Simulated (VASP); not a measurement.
# Si2W in VASP: a series of runs

The runs below take Si2W through single point, with r2SCAN.

All numbers are computed with VASP 6.6.1; they aren't measurements. Logs are shortened: lines on timing, memory, paths and dates and some standing lists are left out, and cuts for length are marked.

## (1) The cell of the first run

It takes space group Immm (No. 71, orthorhombic). The conventional cell has a = 3.163 Å, b = 3.223 Å, c = 7.834 Å, α = 90.00°, β = 90.00°, γ = 90.00°. Si (site symmetry mm2) has 9 Si at 2.59 to 3.22 Å and 5 W at 2.60 to 2.62 Å within 3.4 Å. Within 3.4 Å of W (site symmetry mmm) lie 10 Si at 2.60 to 2.62 Å and 4 W at 3.16 to 3.22 Å.

## (2) Single point, r2SCAN (uniaxial strain along a: -1.5 %)

POSCAR

```
Si2W
1.0
    3.1631237060      0.0000000000      0.0000000000
    0.0000000000      3.2233354516      0.0000000000
    0.0000000000      0.0000000000      7.8338835074
Si W
4 2
Direct
    0.0000000000      0.0000000000      0.3348248948
    0.5000000000      0.5000000000      0.1651751052
    0.5000000000      0.5000000000      0.8348248948
    0.0000000000      0.0000000000      0.6651751052
    0.0000000000      0.0000000000      0.0000000000
    0.5000000000      0.5000000000      0.5000000000
```

INCAR.step1

```
PREC = Accurate
ENCUT = 520
ISMEAR = 0
SIGMA = 0.1
LREAL = False
LASPH = True
NELM = 80
NBANDS = 31
GGA = PE
ALGO = Normal
EDIFF = 1E-4
LWAVE = True
LCHARG = False
```

INCAR.step2

```
PREC = Accurate
ENCUT = 520
EDIFF = 1E-6
ISMEAR = 0
SIGMA = 0.1
LREAL = False
LASPH = True
NELM = 80
ALGO = Normal
ISIF = 2
LWAVE = False
LCHARG = True
METAGGA = R2SCAN
LMIXTAU = True
LELF = True
LVHAR = True
NBANDS = 31
ISTART = 1
```

KPOINTS

```
regular mesh
0
Gamma
  12 12 6
```

Potentials or basis: VASP PAW PBE potentials, release 64 (Si, W_sv).

Started as:

```console
cat potpaw_PBE.64/Si/POTCAR potpaw_PBE.64/W_sv/POTCAR > POTCAR
cp INCAR.step1 INCAR
mpirun -np 1 vasp_std > vasp.out
cp INCAR.step2 INCAR
mpirun -np 1 vasp_std > vasp.out
```

OUTCAR:

```text
PREC = Accurate
   ENCUT = 520
   EDIFF = 1E-6
   ISMEAR = 0
   LREAL = False
   LASPH = True
   NELM = 80
   ISIF = 2
   METAGGA = R2SCAN
   ISTART = 1

 ion  position               nearest neighbor table
   1  0.000  0.000  0.335-   4 2.59   6 2.60   6 2.60   6 2.60   6 2.60   2 2.62   2 2.62   2 2.62
                             2 2.62   5 2.62
   2  0.500  0.500  0.165-   3 2.59   5 2.60   5 2.60   5 2.60   5 2.60   1 2.62   1 2.62   1 2.62
                             1 2.62   6 2.62
   3  0.500  0.500  0.835-   2 2.59   5 2.60   5 2.60   5 2.60   5 2.60   4 2.62   4 2.62   4 2.62
                             4 2.62   6 2.62
   4  0.000  0.000  0.665-   1 2.59   6 2.60   6 2.60   6 2.60   6 2.60   3 2.62   3 2.62   3 2.62
                             3 2.62   5 2.62
   5  0.000  0.000  0.000-   2 2.60   3 2.60   2 2.60   3 2.60   2 2.60   3 2.60   2 2.60   3 2.60
                             1 2.62   4 2.62
   6  0.500  0.500  0.500-   1 2.60   4 2.60   1 2.60   4 2.60   1 2.60   4 2.60   1 2.60   4 2.60
                             3 2.62   2 2.62

  LATTYP: Found a simple orthorhombic cell.
 ALAT       =     3.1631237060
 B/A-ratio  =     1.0190355330
 C/A-ratio  =     2.4766288756

  Lattice vectors:

 A1 = (   3.1631237060,   0.0000000000,   0.0000000000)
 A2 = (   0.0000000000,   3.2233354516,   0.0000000000)
 A3 = (   0.0000000000,   0.0000000000,   7.8338835074)

Analysis of symmetry for initial positions (statically):
=====================================================================
 Subroutine PRICEL returns following result:

  LATTYP: Found a body centered orthorhombic cell.
 ALAT       =     3.1631237060
 B/A-ratio  =     1.0190355330
 C/A-ratio  =     2.4766288756

  Lattice vectors:

 A1 = (  -1.5815618530,   1.6116677258,   3.9169417537)
 A2 = (   1.5815618530,  -1.6116677258,   3.9169417537)
 A3 = (   1.5815618530,   1.6116677258,  -3.9169417537)

   2 primitive cells build up your supercell.

 Routine SETGRP: Setting up the symmetry group for a
 simple orthorhombic supercell.

 Subroutine GETGRP returns: Found  8 space group operations
 (whereof  8 operations were pure point group operations)
 out of a pool of  8 trial point group operations.

The static configuration has the point symmetry D_2h.

Analysis of symmetry for dynamics (positions and initial velocities):
=====================================================================
 Subroutine PRICEL returns following result:

  LATTYP: Found a body centered orthorhombic cell.
 ALAT       =     3.1631237060
 B/A-ratio  =     1.0190355330
 C/A-ratio  =     2.4766288756

  Lattice vectors:

 A1 = (  -1.5815618530,   1.6116677258,   3.9169417537)
 A2 = (   1.5815618530,  -1.6116677258,   3.9169417537)
 A3 = (   1.5815618530,   1.6116677258,  -3.9169417537)

   2 primitive cells build up your supercell.

 Routine SETGRP: Setting up the symmetry group for a
 simple orthorhombic supercell.

 Subroutine GETGRP returns: Found  8 space group operations
 (whereof  8 operations were pure point group operations)
 out of a pool of  8 trial point group operations.

The dynamic configuration has the point symmetry D_2h.

 Subroutine INISYM returns: Found  8 space group operations
 (whereof  8 operations are pure point group operations),
 and found     2 'primitive' translations

----------------------------------------------------------------------------------------

                                     Primitive cell

  volume of cell :      39.9364

  direct lattice vectors                    reciprocal lattice vectors
    -1.581561853  1.611667726  3.916941754     0.000000000  0.310237645  0.127650609
     1.581561853 -1.611667726  3.916941754     0.316143184  0.000000000  0.127650609
     1.581561853  1.611667726 -3.916941754     0.316143184  0.310237645  0.000000000

  length of vectors
     4.521199338  4.521199338  4.521199338     0.335472912  0.340941624  0.442937817

  position of ions in fractional coordinates (direct lattice)
     0.334824895  0.334824895  0.000000000
     0.665175105  0.665175105  0.000000000
     0.000000000  0.000000000  0.000000000

  ion indices of the primitive-cell ions
   primitive index   ion index
                 1           1
                 2           4
                 3           5

----------------------------------------------------------------------------------------

 KPOINTS: regular mesh

Automatic generation of k-mesh.
 Grid dimensions read from file:
 generate k-points for:   12   12    6

 Generating k-lattice:

  Cartesian coordinates                     Fractional coordinates (reciprocal lattice)
     0.026345265  0.000000000  0.000000000     0.083333333  0.000000000  0.000000000
     0.000000000  0.025853137  0.000000000     0.000000000  0.083333333  0.000000000
     0.000000000  0.000000000  0.021275101     0.000000000  0.000000000  0.166666667

  Length of vectors
     0.026345265  0.025853137  0.021275101

  Shift w.r.t. Gamma in fractional coordinates (k-lattice)
     0.000000000  0.000000000  0.000000000

 Subroutine IBZKPT returns following result:
 ===========================================

 Found    196 irreducible k-points:

 Following reciprocal coordinates:
            Coordinates               Weight
  0.000000  0.000000  0.000000      1.000000
  0.083333  0.000000  0.000000      2.000000
  0.166667  0.000000  0.000000      2.000000
  0.250000  0.000000  0.000000      2.000000
  0.333333  0.000000  0.000000      2.000000
  0.416667  0.000000  0.000000      2.000000
[... 16 lines left out ...]
  0.083333  0.250000  0.000000      4.000000
  0.166667  0.250000  0.000000      4.000000
 [... further k-points ...]
   k-points           NKPTS =    196   k-points in BZ     NKDIM =    196   number of bands    NBANDS=     31
   number of dos      NEDOS =    301   number of ions     NIONS =      6
   total plane-waves  NPLWV =  34560
   dimension x,y,z NGX =    24 NGY =   24 NGZ =   60
   dimension x,y,z NGXF=    48 NGYF=   48 NGZF=  120
   ions per type =               4   2
   NGX,Y,Z   is equivalent  to a cutoff of  12.61, 12.38, 12.73 a.u.
   NGXF,Y,Z  is equivalent  to a cutoff of  25.23, 24.76, 25.47 a.u.
 SYSTEM =  unknown system
   PREC   = accura    normal or accurate (medium, high low for compatibility)
   ISTART =      1    job   : 0-new  1-cont  2-samecut
   ICHARG =      0    charge: 1-file 2-atom 10-const
   ISPIN  =      1    spin polarized calculation?
   LNONCOLLINEAR =      F non collinear calculations
   LSORBIT =      F    spin-orbit coupling
   LASPH  =      T    aspherical Exc in radial PAW
   ENCUT  =  520.0 eV  38.22 Ry    6.18 a.u.   5.88  5.99 14.57*2*pi/ulx,y,z
   NELM   =     80;   NELMIN=  2; NELMDL=  0     # of ELM steps
   EDIFF  = 0.1E-05   stopping-criterion for ELM
   LREAL  =      F    real-space projection
   EDIFFG = 0.1E-04   stopping-criterion for IOM
   NSW    =      0    number of steps for IOM
   IBRION =     -1    ionic relax: 0-MD 1-quasi-New 2-CG
   NFREE  =      0    steps in history (QN), initial steepest desc. (CG)
   ISIF   =      2    stress and relaxation
   ISYM   =      2    0-nonsym 1-usesym 2-fastsym
   POTIM  = 0.5000    time-step for ionic-motion
   TEBEG  =    0.0;   TEEND  =   0.0 temperature during run
   PSTRESS=    0.0 pullay stress
   NELECT =      44.0000    total number of electrons
   NUPDOWN=      -1.0000    fix difference up-down
   EMIN   =  10.00;   EMAX   =-10.00  energy-range for DOS
   EFERMI =   0.00;   METHOD = LEGACY
   ISMEAR =     0;   SIGMA  =   0.10  broadening in eV -4-tet -1-fermi 0-gaus
   EFERMI_NEDOS =   21; number of points for ismear=-14 and -15
   IALGO  =     38    algorithm
   IMIX   =      4    mixing-type and parameters
     AMIX     =   0.40;   BMIX     =  1.00
     AMIX_MAG =   1.60;   BMIX_MAG =  1.00
  volume/ion in A,a.u.               =      13.31        89.83
  Fermi-wavevector in a.u.,A,eV,Ry     =   1.342021  2.536053 24.504386  1.801022
  Thomas-Fermi vector in A             =   2.470209
   LORBIT       =      0    0 simple, 1 ext, 2 COOP (PROOUT), +10 PAW based schemes
   METAGGA = R2SCAN    functional components
   LHFCALC =     F    Hartree Fock is set to
   AEXX    =    0.0000 exact exchange contribution
   IVDW    =     0    specifies the selected vdW correction
   LEPSILON=     F    determine dielectric tensor
   LRPA    =     F    only Hartree local field effects (RPA)
 non-spin polarized calculation
 Gauss-broadening in eV      SIGMA  =   0.10
  energy-cutoff  :      520.00
  volume of cell :       79.87
 maximum number of plane-waves:      2192
 NGX is ok and might be reduce to    24
   NGX = 11   NGY = 11   NGZ = 29

 number of electron      44.0000002 magnetization

 Free energy of the ion-electron system (eV)
  ---------------------------------------------------
  ext. energy  EPLUGINS =         0.00000000
  ---------------------------------------------------
  free energy    TOTEN  =      -139.60413398 eV

  energy without entropy =     -139.60169096  energy(sigma->0) =     -139.60291247

 E-fermi :  12.1669     XC(G=0): -13.5718

 val. band max:       12.1579342954   @ k =   0.0833   0.0833   0.1667
 cond. band min:      12.1742758458   @ k =   0.0833   0.0000   0.0000
 fundamental gap:      0.0163415505
 Fermi energy:        12.1669033727

 k-point     1 :       0.0000    0.0000    0.0000
  band No.  band energies     occupation
      1     -63.6174      2.00000
      2     -63.6173      2.00000
      3     -27.2857      2.00000
      4     -27.2646      2.00000
      5     -27.2473      2.00000
      6     -27.2458      2.00000
[... 23 lines left out ...]
     30      17.0928      0.00000
     31      17.6876      0.00000

 k-point     2 :       0.0833    0.0000    0.0000
  band No.  band energies     occupation
      1     -63.6167      2.00000
      2     -63.6165      2.00000
      3     -27.2831      2.00000
      4     -27.2628      2.00000
      5     -27.2455      2.00000
      6     -27.2440      2.00000
[... 23 lines left out ...]
     30      17.1041      0.00000
     31      17.8842      0.00000

 k-point     3 :       0.1667    0.0000    0.0000
  band No.  band energies     occupation
      1     -63.6147      2.00000
      2     -63.6145      2.00000
      3     -27.2760      2.00000
      4     -27.2608      2.00000
      5     -27.2596      2.00000
      6     -27.2577      2.00000
[... 23 lines left out ...]
     30      17.3748      0.00000
     31      17.6180      0.00000

 k-point     4 :       0.2500    0.0000    0.0000
  band No.  band energies     occupation
      1     -63.6120      2.00000
      2     -63.6118      2.00000
      3     -27.3299      2.00000
      4     -27.3290      2.00000
      5     -27.2659      2.00000
      6     -27.2511      2.00000
[... 23 lines left out ...]
     30      17.6822      0.00000
     31      18.0904      0.00000

 k-point     5 :       0.3333    0.0000    0.0000
  band No.  band energies     occupation
      1     -63.6092      2.00000
      2     -63.6091      2.00000
      3     -27.3982      2.00000
      4     -27.3976      2.00000
      5     -27.2554      2.00000
      6     -27.2449      2.00000
[... 23 lines left out ...]
     30      17.3316      0.00000
     31      17.8254      0.00000
[... 542 lines left out ...]
     30      16.2514      0.00000
     31      18.3643      0.00000

 k-point    22 :       0.0000    0.2500    0.0000
  band No.  band energies     occupation
      1     -63.6132      2.00000
      2     -63.6130      2.00000
      3     -27.3645      2.00000
      4     -27.3635      2.00000
      5     -27.2685      2.00000
      6     -27.2537      2.00000
[... 23 lines left out ...]
     30      17.7737      0.00000
     31      18.2137      0.00000

 k-point    23 :       0.0833    0.2500    0.0000
  band No.  band energies     occupation
      1     -63.6125      2.00000
      2     -63.6123      2.00000
      3     -27.3622      2.00000
      4     -27.3613      2.00000
      5     -27.2661      2.00000
      6     -27.2518      2.00000
[... 23 lines left out ...]
     30      17.5258      0.00000
     31      18.6022      0.00000

 k-point    24 :       0.1667    0.2500    0.0000
  band No.  band energies     occupation
      1     -63.6105      2.00000
      2     -63.6104      2.00000
      3     -27.3559      2.00000
      4     -27.3551      2.00000
      5     -27.2596      2.00000
      6     -27.2477      2.00000
[... 23 lines left out ...]
     30      17.2306      0.00000
     31      17.4604      0.00000

 [... further k-points ...]

------------------------ aborting loop because EDIFF is reached ----------------------------------------

  FORCE on cell =-STRESS in cart. coord.  units (eV):
  Direction    XX          YY          ZZ          XY          YZ          ZX
  --------------------------------------------------------------------------------------
  -------------------------------------------------------------------------------------
  Total        3.1811371      0.1449246     -0.4487041      0.0000000      0.0000000      0.0000000
  in kB       63.8107980      2.9070586     -9.0006080      0.0000000      0.0000000      0.0000000
  external PRESSURE =      19.2390829 kB  Pullay stress =       0.0000000 kB

 VOLUME and BASIS-vectors are now :
 -----------------------------------------------------------------------------
  energy-cutoff  :      520.00
  volume of cell :       79.87
      direct lattice vectors                 reciprocal lattice vectors
     3.163123706  0.000000000  0.000000000     0.316143184  0.000000000  0.000000000
     0.000000000  3.223335452  0.000000000     0.000000000  0.310237645  0.000000000
     0.000000000  0.000000000  7.833883507     0.000000000  0.000000000  0.127650609

 POSITION                                       TOTAL-FORCE (eV/Angst)
 -----------------------------------------------------------------------------------
      0.00000      0.00000      2.62298        -0.000000     -0.000000     -0.027603
      1.58156      1.61167      1.29396        -0.000000     -0.000000      0.027603
      1.58156      1.61167      6.53992        -0.000000     -0.000000     -0.027603
      0.00000      0.00000      5.21090         0.000000     -0.000000      0.027603
      0.00000      0.00000      0.00000        -0.000000     -0.000000     -0.000000
      1.58156      1.61167      3.91694         0.000000      0.000000     -0.000000
 -----------------------------------------------------------------------------------
    total drift:                                0.000000      0.000000     -0.000000

  FREE ENERGIE OF THE ION-ELECTRON SYSTEM (eV)
  ---------------------------------------------------
  free  energy   TOTEN  =      -139.6041339779 eV

  energy  without entropy=     -139.6016909629  energy(sigma->0) =     -139.60291247
```

Wall time 24 min (1 thread of Intel Xeon 8259CL, shared host); peak memory 0.48 GiB.

Results:

```yaml
Free_energy: -139.6041 eV
Pressure: 1.9 GPa
Largest_force: 0.028 eV/Å
Band_gap_on_the_k_mesh: zero (bands 22 and 23 overlap by 1.19 eV)
```

Forces in eV/Å, atoms in the order of the input:
```
Si   0.000  0.000 -0.028
Si   0.000  0.000  0.028
Si   0.000  0.000 -0.028
Si   0.000  0.000  0.028
W    0.000  0.000  0.000
W    0.000  0.000  0.000
```

Stress tensor (GPa, compression positive):
```
 6.38  0.00  0.00
 0.00  0.29  0.00
 0.00  0.00 -0.90
```

Levels at points of the mesh, in eV from the Fermi level:
```tsv
k point	band 20	band 21	band 22	band 23	band 24	band 25
(0.00, 0.00, 0.00)	-0.75	-0.72	-0.47	0.60	0.78	2.85
(0.50, 0.00, 0.00)	-2.97	-0.91	-0.91	2.24	2.24	3.50
(0.00, 0.50, 0.00)	-2.84	-0.68	-0.68	2.22	2.22	3.04
(0.50, 0.50, 0.00)	-3.63	-2.05	-2.05	2.94	2.94	3.20
(0.00, 0.00, 0.50)	-2.29	0.69	0.69	1.41	1.41	1.78
(0.50, 0.00, 0.50)	-2.97	-0.65	-0.65	2.76	2.76	3.23
(0.00, 0.50, 0.50)	-2.89	-0.43	-0.43	2.81	2.81	3.13
(0.50, 0.50, 0.50)	-2.81	-2.70	-2.70	0.19	0.19	3.25
```

Caveat: the cell differs from its parent crystal (uniaxial strain along a: -1.5 %); the stress differs along the axes, from -1 to 6 GPa; the PAW data sets were made with another functional, which shifts forces and pressure a little; spin-orbit coupling is left out, which moves the levels of the heavy elements.

[end of part 1 of 3]

The gap in the log of VASP goes by the Fermi energy; the results here count the filled bands.